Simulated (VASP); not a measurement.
# CdH2O2 (P-3m1) in VASP: a series of runs, part 2 of 3

VASP 6.6.1. The steps go on from the part before.

## (3) Single point, BLYP

Input file INCAR:

```
  PREC = Accurate
  ENCUT = 520
  EDIFF = 1E-6
  ISMEAR = 0
  SIGMA = 0.01
  LREAL = F
  LASPH = T
  NELM = 80
  ALGO = Normal
  ISIF = 2
  LWAVE = F
  LCHARG = T
  GGA = B5
  ALDAX = 1.0
  AGGAX = 1.0
  AGGAC = 1.0
  ALDAC = 0.0
  LELF = T
  LVHAR = T
  NBANDS = 21
```

Input file KPOINTS:

```
Automatic mesh
0
Gamma
  6 6 4
```

Input file POSCAR:

```
CdH2O2
1.0
    3.5155260000      0.0000000000      0.0000000000
   -1.7577630000      3.0445350000      0.0000000000
    0.0000000000      0.0000000000      4.6429790000
Cd H O
1 2 2
Direct
    0.0000000000      0.0000000000      0.0000000000
    0.6666666667      0.3333333333      0.5509610000
    0.3333333333      0.6666666667      0.4490390000
    0.6666666667      0.3333333333      0.7593720000
    0.3333333333      0.6666666667      0.2406280000
```

Potentials or basis: VASP PAW PBE potentials, release 64 (Cd, H, O).

The run is started by

```sh
> cat potpaw_PBE.64/Cd/POTCAR potpaw_PBE.64/H/POTCAR potpaw_PBE.64/O/POTCAR > POTCAR
> mpirun -np 1 vasp_std > vasp.out
```

Wall time 30 s (1 thread of Intel Xeon Platinum 8375C at 2.90GHz (Ice Lake), shared host); peak memory 0.18 GiB.

The run converged. Its results:

| Property | Result |
| --- | --- |
| Free energy | -21.4587 eV |
| Pressure | 7.4 GPa |
| Largest force | 0.296 eV/Å |
| Band gap on the k mesh | 1.84 eV, indirect (least direct gap 2.19 eV) |

Forces in eV/Å, atoms in the order of the input:
```
Cd   0.000  0.000  0.000
H    0.000  0.000 -0.296
H    0.000  0.000  0.296
O    0.000  0.000  0.070
O    0.000  0.000 -0.070
```

Stress tensor (GPa, compression positive):
```
7.41 0.00 0.00
0.00 7.41 0.00
0.00 0.00 7.33
```

Levels at points of the mesh, in eV from the valence-band top:
```csv
k point,band 9,band 10,band 11,band 12,band 13,band 14,band 15,band 16,band 17,band 18
"(0.00, 0.00, 0.00)",-4.24,-1.03,-1.03,-0.34,-0.34,1.85,6.43,10.09,13.03,13.03
"(0.50, 0.00, 0.00)",-3.58,-2.95,-2.38,-2.15,0.00,6.55,6.63,9.01,10.88,11.21
"(0.00, 0.00, 0.50)",-4.92,-1.27,-1.27,-0.06,-0.06,4.41,4.60,11.09,11.32,12.96
"(0.50, 0.00, 0.50)",-4.07,-2.33,-2.04,-1.70,-0.48,6.04,7.27,9.17,9.63,10.47
```

Caveat: the PAW data sets were made with another functional, which shifts forces and pressure a little. BLYP gaps usually lie below the measured ones, often by a third to a half.

## (4) Single point, r2SCAN

POSCAR is that of step 3.

Input file INCAR.step1:

```
SYSTEM = CdH2O2
PREC = Accurate ; ENCUT = 520
ISMEAR = 0 ; SIGMA = 0.01
LREAL = .False. ; LASPH = .True.
NELM = 80 ; NBANDS = 21
GGA = PE ; ALGO = Normal
EDIFF = 1E-4 ; LWAVE = .True.
LCHARG = .False.
```

Input file INCAR.step2:

```
SYSTEM = CdH2O2
PREC = Accurate ; ENCUT = 520
EDIFF = 1E-7 ; ISMEAR = 0
SIGMA = 0.01 ; LREAL = .False.
LASPH = .True. ; NELM = 80
ALGO = Normal ; ISIF = 2
LWAVE = .False. ; LCHARG = .False.
METAGGA = R2SCAN ; LMIXTAU = .True.
NBANDS = 21 ; ISTART = 1
```

Input file KPOINTS:

```
Automatic mesh
0
Gamma
  6 6 4
  0 0 0
```

Potentials or basis: VASP PAW PBE potentials, release 64 (Cd, H, O).

The run is started by

```sh
> cat potpaw_PBE.64/Cd/POTCAR potpaw_PBE.64/H/POTCAR potpaw_PBE.64/O/POTCAR > POTCAR
> cp INCAR.step1 INCAR
> mpirun -np 1 vasp_std > vasp.out
> cp INCAR.step2 INCAR
> mpirun -np 1 vasp_std > vasp.out
```

OUTCAR:

```text
SYSTEM = CdH2O2
   PREC = Accurate
   ENCUT = 520
   EDIFF = 1E-7
   ISMEAR = 0
   LREAL = .False.
   LASPH = .True.
   NELM = 80
   ISIF = 2
   METAGGA = R2SCAN
   ISTART = 1

 ion  position               nearest neighbor table
   1  0.000  0.000  0.000-   4 2.32   5 2.32   4 2.32   5 2.32   4 2.32   5 2.32
   2  0.667  0.333  0.551-   4 0.97
   3  0.333  0.667  0.449-   5 0.97
   4  0.667  0.333  0.759-   2 0.97   1 2.32   1 2.32   1 2.32
   5  0.333  0.667  0.241-   3 0.97   1 2.32   1 2.32   1 2.32

  LATTYP: Found a hexagonal cell.
 ALAT       =     3.5155260000
 C/A-ratio  =     1.3207067733

  Lattice vectors:

 A1 = (   3.5155260000,   0.0000000000,   0.0000000000)
 A2 = (  -1.7577630000,   3.0445350000,   0.0000000000)
 A3 = (   0.0000000000,   0.0000000000,   4.6429790000)

Analysis of symmetry for initial positions (statically):
=====================================================================
 Subroutine PRICEL returns:
 Original cell was already a primitive cell.

 Routine SETGRP: Setting up the symmetry group for a
 hexagonal supercell.

 Subroutine GETGRP returns: Found 12 space group operations
 (whereof 12 operations were pure point group operations)
 out of a pool of 24 trial point group operations.

The static configuration has the point symmetry D_3d.

Analysis of symmetry for dynamics (positions and initial velocities):
=====================================================================
 Subroutine PRICEL returns:
 Original cell was already a primitive cell.

 Routine SETGRP: Setting up the symmetry group for a
 hexagonal supercell.

 Subroutine GETGRP returns: Found 12 space group operations
 (whereof 12 operations were pure point group operations)
[... 123 lines left out ...]
   EFERMI_NEDOS =   21; number of points for ismear=-14 and -15
   IALGO  =     38    algorithm
   IMIX   =      4    mixing-type and parameters
     AMIX     =   0.40;   BMIX     =  1.00
     AMIX_MAG =   1.60;   BMIX_MAG =  1.00
  volume/ion in A,a.u.               =       9.94        67.07
  Fermi-wavevector in a.u.,A,eV,Ry     =   1.319157  2.492846 23.676535  1.740176
  Thomas-Fermi vector in A             =   2.449076
   LORBIT       =      0    0 simple, 1 ext, 2 COOP (PROOUT), +10 PAW based schemes
   METAGGA = R2SCAN    functional components
   LHFCALC =     F    Hartree Fock is set to
   AEXX    =    0.0000 exact exchange contribution
   IVDW    =     0    specifies the selected vdW correction
   LEPSILON=     F    determine dielectric tensor
   LRPA    =     F    only Hartree local field effects (RPA)
 non-spin polarized calculation
 Gauss-broadening in eV      SIGMA  =   0.01
  energy-cutoff  :      520.00
  volume of cell :       49.69
 maximum number of plane-waves:      1385
 NGX is ok and might be reduce to    28
   NGX = 13   NGY = 13   NGZ = 17

 number of electron      25.9999986 magnetization

 Free energy of the ion-electron system (eV)
  ---------------------------------------------------
  ext. energy  EPLUGINS =         0.00000000
  ---------------------------------------------------
  free energy    TOTEN  =       -44.68062445 eV

  energy without entropy =      -44.68062445  energy(sigma->0) =      -44.68062445

 E-fermi :  -0.2947     XC(G=0): -10.5241

 val. band max:       -0.4245175419   @ k =   0.5000   0.0000   0.0000
 cond. band min:       1.8237787159   @ k =   0.0000   0.0000   0.0000
 fundamental gap:      2.2482962578
 Fermi energy:        -0.2946642931

 k-point     1 :       0.0000    0.0000    0.0000
  band No.  band energies     occupation
      1     -19.9497      2.00000
      2     -18.9746      2.00000
      3      -8.1294      2.00000
      4      -6.9246      2.00000
      5      -6.9246      2.00000
      6      -6.1827      2.00000
[... 565 lines left out ...]
     20      17.1341      0.00000
     21      17.4829      0.00000

------------------------ aborting loop because EDIFF is reached ----------------------------------------

  FORCE on cell =-STRESS in cart. coord.  units (eV):
  Direction    XX          YY          ZZ          XY          YZ          ZX
  --------------------------------------------------------------------------------------
  -------------------------------------------------------------------------------------
  Total        0.0960714      0.0960715     -0.0153565      0.0000000     -0.0000000      0.0000000
  in kB        3.0973973      3.0973976     -0.4951030      0.0000000     -0.0000000      0.0000000
  external PRESSURE =       1.8998973 kB  Pullay stress =       0.0000000 kB

 VOLUME and BASIS-vectors are now :
 -----------------------------------------------------------------------------
  energy-cutoff  :      520.00
  volume of cell :       49.69
      direct lattice vectors                 reciprocal lattice vectors
     3.515526000  0.000000000  0.000000000     0.284452455  0.164228692  0.000000000
    -1.757763000  3.044535000  0.000000000     0.000000000  0.328457383  0.000000000
     0.000000000  0.000000000  4.642979000     0.000000000  0.000000000  0.215378963

 POSITION                                       TOTAL-FORCE (eV/Angst)
 -----------------------------------------------------------------------------------
      0.00000      0.00000      0.00000        -0.000000      0.000000      0.000000
      1.75776      1.01484      2.55810        -0.000000      0.000000     -0.006307
     -0.00000      2.02969      2.08488        -0.000000      0.000000      0.006307
      1.75776      1.01484      3.52575         0.000000      0.000000      0.024553
     -0.00000      2.02969      1.11723        -0.000000     -0.000000     -0.024553
 -----------------------------------------------------------------------------------
    total drift:                                0.000000     -0.000000      0.000000

  FREE ENERGIE OF THE ION-ELECTRON SYSTEM (eV)
  ---------------------------------------------------
  free  energy   TOTEN  =       -44.6806244512 eV

  energy  without entropy=      -44.6806244512  energy(sigma->0) =      -44.68062445
```

OUTCAR.step1:

```text
SYSTEM = CdH2O2
   PREC = Accurate
   ENCUT = 520
   ISMEAR = 0
   LREAL = .False.
   LASPH = .True.
[... 807 lines left out ...]
     -0.00000      2.02969      2.08488         0.000000      0.000000      0.376238
      1.75776      1.01484      3.52575         0.000000      0.000000      0.290700
     -0.00000      2.02969      1.11723        -0.000000     -0.000000     -0.290700
 -----------------------------------------------------------------------------------
    total drift:                                0.000000     -0.000000      0.000000

  FREE ENERGIE OF THE ION-ELECTRON SYSTEM (eV)
  ---------------------------------------------------
  free  energy   TOTEN  =       -22.5582347318 eV

  energy  without entropy=      -22.5582347318  energy(sigma->0) =      -22.55823473
```

OSZICAR.step1:

```text
N       E                     dE             d eps       ncg     rms          rms(c)
DAV:   1     0.174974505414E+03    0.17497E+03   -0.14513E+04  1024   0.120E+03
DAV:   2    -0.166896261249E+02   -0.19166E+03   -0.18368E+03  1138   0.312E+02
DAV:   3    -0.260508497543E+02   -0.93612E+01   -0.93271E+01  1173   0.749E+01
DAV:   4    -0.260975023482E+02   -0.46653E-01   -0.46648E-01  1048   0.558E+00
DAV:   5    -0.260976989099E+02   -0.19656E-03   -0.19656E-03  1153   0.330E-01    0.132E+01
DAV:   6    -0.225067408121E+02    0.35910E+01   -0.94315E+00  1233   0.426E+01    0.885E+00
DAV:   7    -0.225867632840E+02   -0.80022E-01   -0.15343E+00  1048   0.102E+01    0.506E+00
DAV:   8    -0.225705048743E+02    0.16258E-01   -0.22836E-01  1088   0.366E+00    0.101E+00
DAV:   9    -0.225576408841E+02    0.12864E-01   -0.56405E-02  1118   0.200E+00    0.179E-01
DAV:  10    -0.225581663575E+02   -0.52547E-03   -0.80591E-03  1073   0.931E-01    0.127E-01
DAV:  11    -0.225582347318E+02   -0.68374E-04   -0.49274E-04  1048   0.278E-01
   1 F= -.22558235E+02 E0= -.22558235E+02  d E =-.194083E-27
```

Run time: 90 s. Hardware: 1 thread of Intel Xeon Platinum 8375C at 2.90GHz (Ice Lake), shared host; peak memory 0.19 GiB.

What came out:

```
Free energy            : -44.6806 eV
Pressure               : 0.2 GPa
Largest force          : 0.025 eV/Å
Band gap on the k mesh : 2.25 eV, indirect (least direct gap 2.60 eV)
```

Forces in eV/Å, atoms in the order of the input:
```
Cd   0.000  0.000  0.000
H    0.000  0.000 -0.006
H    0.000  0.000  0.006
O    0.000  0.000  0.025
O    0.000  0.000 -0.025
```

Levels at points of the mesh, in eV from the valence-band top:
```
           k point  band 9  band 10  band 11  band 12  band 13  band 14  band 15  band 16  band 17  band 18
(0.00, 0.00, 0.00)   -4.30    -1.05    -1.05    -0.35    -0.35     2.25     6.88    10.95    13.88    13.88
(0.50, 0.00, 0.00)   -3.59    -3.00    -2.43    -2.20     0.00     7.15     7.25     9.57    11.16    12.08
(0.00, 0.00, 0.50)   -4.95    -1.30    -1.30    -0.07    -0.07     4.99     5.01    11.78    12.12    13.88
(0.50, 0.00, 0.50)   -4.12    -2.37    -2.04    -1.74    -0.49     6.79     7.67     9.89    10.20    11.21
```

Caveat: the PAW data sets were made with another functional, which shifts forces and pressure a little. r2SCAN opens gaps a little over a GGA but as a rule still falls short of measured ones.

[end of part 2 of 3]
